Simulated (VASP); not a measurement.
# Zr (Im-3m) in VASP: notebook

Zr is run at these levels: PBEsol; tasks: single point.

Everything below comes from runs of VASP 6.6.1. Logs are shortened: lines on timing, memory, paths and dates and some standing lists are left out, and cuts for length are marked.

## 1. The cell of the first run

Symmetry: Im-3m, No. 229, cubic system. Conventional cell: a = 3.590 Å, b = 3.590 Å, c = 3.590 Å, α = 90.00°, β = 90.00°, γ = 90.00°. Zr (site symmetry m-3m) has 14 Zr at 3.11 to 3.59 Å within 4.1 Å.

## 2. Single point, PBEsol (volume scaled by 0.975)

Input file INCAR:

```
PREC     = Accurate       # precision mode
ENCUT    = 520            # plane-wave cutoff, eV
EDIFF    = 1E-7           # SCF threshold, eV
ISMEAR   = -1             # smearing method
SIGMA    = 0.08           # smearing width, eV
LREAL    = F              # projectors in reciprocal space
LASPH    = T              # aspherical terms in the spheres
NELM     = 60             # most SCF steps
ALGO     = Normal         # electronic algorithm
ISIF     = 2              # what is computed and relaxed
LWAVE    = F              # write WAVECAR
LCHARG   = F              # write CHGCAR
GGA      = PS             # functional
NBANDS   = 12             # bands
```

Input file KPOINTS:

```
Automatic mesh
0
Gamma
  14 14 14
```

Input file POSCAR:

```
Zr
1.0
   -1.7947891968      1.7947891968      1.7947891968
    1.7947891968     -1.7947891968      1.7947891968
    1.7947891968      1.7947891968     -1.7947891968
Zr
1
Direct
    0.0000000000      0.0000000000      0.0000000000
```

Potentials or basis: VASP PAW PBE potentials, release 64 (Zr_sv).

On the command line:

```
> cat potpaw_PBE.64/Zr_sv/POTCAR > POTCAR
> mpirun -np 1 vasp_std > vasp.out
```

OUTCAR:

```text
PREC = Accurate
   ENCUT = 520
   EDIFF = 1E-7
   ISMEAR = -1
   LREAL = F
   LASPH = T
   NELM = 60
   ISIF = 2
   GGA = PS

 ion  position               nearest neighbor table
   1  0.000  0.000  0.000-

  LATTYP: Found a body centered cubic cell.
 ALAT       =     3.5895783936

  Lattice vectors:

 A1 = (  -1.7947891968,   1.7947891968,   1.7947891968)
 A2 = (   1.7947891968,  -1.7947891968,   1.7947891968)
 A3 = (   1.7947891968,   1.7947891968,  -1.7947891968)

Analysis of symmetry for initial positions (statically):
=====================================================================
 Subroutine PRICEL returns:
 Original cell was already a primitive cell.

 Routine SETGRP: Setting up the symmetry group for a
 body centered cubic supercell.

 Subroutine GETGRP returns: Found 48 space group operations
 (whereof 48 operations were pure point group operations)
 out of a pool of 48 trial point group operations.

The static configuration has the point symmetry O_h .

Analysis of symmetry for dynamics (positions and initial velocities):
=====================================================================
 Subroutine PRICEL returns:
 Original cell was already a primitive cell.

 Routine SETGRP: Setting up the symmetry group for a
 body centered cubic supercell.

 Subroutine GETGRP returns: Found 48 space group operations
 (whereof 48 operations were pure point group operations)
 out of a pool of 48 trial point group operations.

The dynamic configuration has the point symmetry O_h .

 Subroutine INISYM returns: Found 48 space group operations
 (whereof 48 operations are pure point group operations),
 and found     1 'primitive' translations

----------------------------------------------------------------------------------------

                                     Primitive cell

  volume of cell :      23.1260

  direct lattice vectors                    reciprocal lattice vectors
    -1.794789197  1.794789197  1.794789197     0.000000000  0.278584249  0.278584249
     1.794789197 -1.794789197  1.794789197     0.278584249  0.000000000  0.278584249
     1.794789197  1.794789197 -1.794789197     0.278584249  0.278584249  0.000000000

  length of vectors
     3.108666078  3.108666078  3.108666078     0.393977623  0.393977623  0.393977623

  position of ions in fractional coordinates (direct lattice)
     0.000000000  0.000000000  0.000000000

  ion indices of the primitive-cell ions
[... 80 lines left out ...]
   ISIF   =      2    stress and relaxation
   ISYM   =      2    0-nonsym 1-usesym 2-fastsym
   POTIM  = 0.5000    time-step for ionic-motion
   TEBEG  =    0.0;   TEEND  =   0.0 temperature during run
   PSTRESS=    0.0 pullay stress
   NELECT =      12.0000    total number of electrons
   NUPDOWN=      -1.0000    fix difference up-down
   EMIN   =  10.00;   EMAX   =-10.00  energy-range for DOS
   EFERMI =   0.00;   METHOD = LEGACY
   ISMEAR =    -1;   SIGMA  =   0.08  broadening in eV -4-tet -1-fermi 0-gaus
   EFERMI_NEDOS =   21; number of points for ismear=-14 and -15
   IALGO  =     38    algorithm
   IMIX   =      4    mixing-type and parameters
     AMIX     =   0.40;   BMIX     =  1.00
     AMIX_MAG =   1.60;   BMIX_MAG =  1.00
  volume/ion in A,a.u.               =      23.13       156.06
  Fermi-wavevector in a.u.,A,eV,Ry     =   1.315533  2.485997 23.546617  1.730628
  Thomas-Fermi vector in A             =   2.445709
   LORBIT       =      0    0 simple, 1 ext, 2 COOP (PROOUT), +10 PAW based schemes
   GGA     = PS    functional components
   LHFCALC =     F    Hartree Fock is set to
   AEXX    =    0.0000 exact exchange contribution
   IVDW    =     0    specifies the selected vdW correction
   LEPSILON=     F    determine dielectric tensor
   LRPA    =     F    only Hartree local field effects (RPA)
 non-spin polarized calculation
  energy-cutoff  :      520.00
  volume of cell :       23.13
 maximum number of plane-waves:       642
   NGX = 11   NGY = 11   NGZ = 11

 number of electron      12.0000000 magnetization

 Free energy of the ion-electron system (eV)
  ---------------------------------------------------
  ext. energy  EPLUGINS =         0.00000000
  ---------------------------------------------------
  free energy    TOTEN  =        -9.01431434 eV

  energy without entropy =       -8.97522507  energy(sigma->0) =       -8.99476971

 E-fermi :   8.6530     XC(G=0): -11.2279

 val. band max:        8.6525254764   @ k =  -0.4286  -0.4286   0.1429
 cond. band min:       8.6668511992   @ k =   0.5000   0.5000   0.1429
 fundamental gap:      0.0143257228
 Fermi energy:         8.6530433971

 k-point     1 :       0.0000    0.0000    0.0000
  band No.  band energies     occupation
      1     -39.7234      2.00000
      2     -17.2466      2.00000
      3     -17.2466      2.00000
      4     -17.2466      2.00000
      5       3.2592      2.00000
      6       9.7739      0.00000
      7       9.7739      0.00000
      8       9.7739      0.00000
      9      12.2786      0.00000
     10      12.2786      0.00000
     11      21.0684      0.00000
     12      21.0684      0.00000
[... 331 lines left out ...]
 k-point    24 :       0.3571    0.2857   -0.0000
  band No.  band energies     occupation
      1     -39.5476      2.00000
      2     -18.0093      2.00000
      3     -17.8561      2.00000
      4     -17.3701      2.00000
      5       7.2516      2.00000
      6       8.1060      1.99786
      7       8.5104      1.71224
      8      12.4445      0.00000
      9      12.8616      0.00000
     10      17.1495      0.00000
     11      17.6862      0.00000
     12      19.1280      0.00000

 [... further k-points ...]

------------------------ aborting loop because EDIFF is reached ----------------------------------------

  FORCE on cell =-STRESS in cart. coord.  units (eV):
  Direction    XX          YY          ZZ          XY          YZ          ZX
  --------------------------------------------------------------------------------------
  -------------------------------------------------------------------------------------
  Total       -0.6873190     -0.6873190     -0.6873190     -0.0000000      0.0000000      0.0000000
  in kB      -47.6177193    -47.6177193    -47.6177193     -0.0000000      0.0000000      0.0000000
  external PRESSURE =     -47.6177193 kB  Pullay stress =       0.0000000 kB

 VOLUME and BASIS-vectors are now :
 -----------------------------------------------------------------------------
  energy-cutoff  :      520.00
  volume of cell :       23.13
      direct lattice vectors                 reciprocal lattice vectors
    -1.794789197  1.794789197  1.794789197     0.000000000  0.278584249  0.278584249
     1.794789197 -1.794789197  1.794789197     0.278584249  0.000000000  0.278584249
     1.794789197  1.794789197 -1.794789197     0.278584249  0.278584249  0.000000000

 POSITION                                       TOTAL-FORCE (eV/Angst)
 -----------------------------------------------------------------------------------
      0.00000      0.00000      0.00000         0.000000     -0.000000      0.000000
 -----------------------------------------------------------------------------------
    total drift:                                0.000000     -0.000000     -0.000000

  FREE ENERGIE OF THE ION-ELECTRON SYSTEM (eV)
  ---------------------------------------------------
  free  energy   TOTEN  =        -9.0143143444 eV

  energy  without entropy=       -8.9752250710  energy(sigma->0) =       -8.99476971
```

Run time: 9 s. Hardware: 1 thread of Intel Xeon Platinum 8559C (Emerald Rapids), shared host; peak memory 0.15 GiB.

What came out:

```
Free energy            : -9.0143 eV
Pressure               : -4.8 GPa
Band gap on the k mesh : zero (band 6 reaches 9.77 eV, above the bottom of band 7 at 8.02 eV)
```

Caveat: the cell differs from its parent crystal (volume scaled by 0.975); the PAW data sets were made with another functional, which shifts forces and pressure a little.

## 3. Single point, PBEsol

This run uses another cell than the first one, of 23.72 Å³/atom, 1.026 times its volume.

Input file INCAR:

```
SYSTEM = Zr
ALGO     = Normal         ! electronic algorithm
EDIFF    = 1E-6           ! SCF threshold, eV
ENCUT    = 520            ! plane-wave cutoff, eV
GGA      = PS             ! functional
ISIF     = 2              ! what is computed and relaxed
ISMEAR   = -1             ! smearing method
LASPH    = .True.         ! aspherical terms in the spheres
LCHARG   = .True.         ! write CHGCAR
LELF     = .True.         ! ELF
LREAL    = .False.        ! projectors in reciprocal space
LVHAR    = .True.       
LWAVE    = .False.        ! write WAVECAR
NBANDS   = 12             ! bands
NELM     = 60             ! most SCF steps
PREC     = Accurate       ! precision mode
SIGMA    = 0.08           ! smearing width, eV
```

Input file KPOINTS:

```
k-points
0
Gamma
  14 14 14
  0 0 0
```

Input file POSCAR:

```
Zr
1.0
   -1.8100000000      1.8100000000      1.8100000000
    1.8100000000     -1.8100000000      1.8100000000
    1.8100000000      1.8100000000     -1.8100000000
Zr
1
Direct
    0.0000000000      0.0000000000      0.0000000000
```

Potentials or basis: VASP PAW PBE potentials, release 64 (Zr_sv).

On the command line:

```
> cat potpaw_PBE.64/Zr_sv/POTCAR > POTCAR
> mpirun -np 1 vasp_std > vasp.out
```

Run time: 9.2 s. Hardware: 1 thread of Intel Xeon Platinum 8559C (Emerald Rapids), shared host; peak memory 0.15 GiB.

It converged, with:

```yaml
Free_energy: -8.9934 eV
Pressure: -6.6 GPa
Band_gap_on_the_k_mesh: zero (band 6 reaches 9.48 eV, above the bottom of band 7 at 7.76 eV)
```

Levels at points of the mesh, in eV from the Fermi level:
```
           k point  band 3  band 4  band 5  band 6  band 7  band 8  band 9  band 10
(0.00, 0.00, 0.00)  -25.99  -25.99   -5.35    1.11    1.11    1.11    3.54     3.54
(0.50, 0.00, 0.00)  -26.28  -26.00   -2.74   -0.64    1.53    3.52    4.18     6.20
(0.50, 0.50, 0.50)  -26.62  -26.62   -2.45   -2.45    5.54    5.54    5.54     7.24
```

Caveat: the PAW data sets were made with another functional, which shifts forces and pressure a little.
